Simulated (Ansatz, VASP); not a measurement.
TiSi2: VASP beside Ansatz

```
Ti Si
1.0
     4.37464    0.00000    0.00000
    -2.18732    3.78855    0.00000
     0.00000    0.00000    2.56101
Ti Si
1 2
Direct
  0.00000 0.00000 0.00000
  0.33333 0.66667 0.50000
  0.66667 0.33333 0.50000
```

Alike in both runs: functional LDA; k mesh 7 × 7 × 10; occupations fermi-dirac, width 0.05 eV; no spin polarisation; Hubbard terms Ti d U = 4.0 eV.

|  | VASP | Ansatz |
| --- | --- | --- |
| version | VASP 6.6.1 | Ansatz 0.2.0 |
| potentials or method | VASP PAW LDA potentials, release 64 (Ti_sv, Si) | Ansatz PAW |
| plane-wave cutoff (eV) | 520 | 420 |
| valence electrons in the cell | 20 | 20 |
| task | single point | projected density of states |

Ansatz gave:

```
gap on the k mesh at the Fermi level (eV)                     : none
pressure (GPa)                                                : -3.1
traceless stress, the component that is largest in VASP (GPa) : -3.40
```

Task: Estimate VASP's values.

Result: gap on the k mesh at the Fermi level (eV): none; pressure (GPa): -2.2; traceless stress, the component that is largest in VASP (GPa): -1.61.

LDA's correlation is that of Perdew and Zunger in VASP and of Perdew and Wang (1992) in Ansatz. The programs project onto different local orbitals, so the same U acts differently, and such runs can settle in different states. A gap of «none» marks a metal or a gap that the smearing closes.
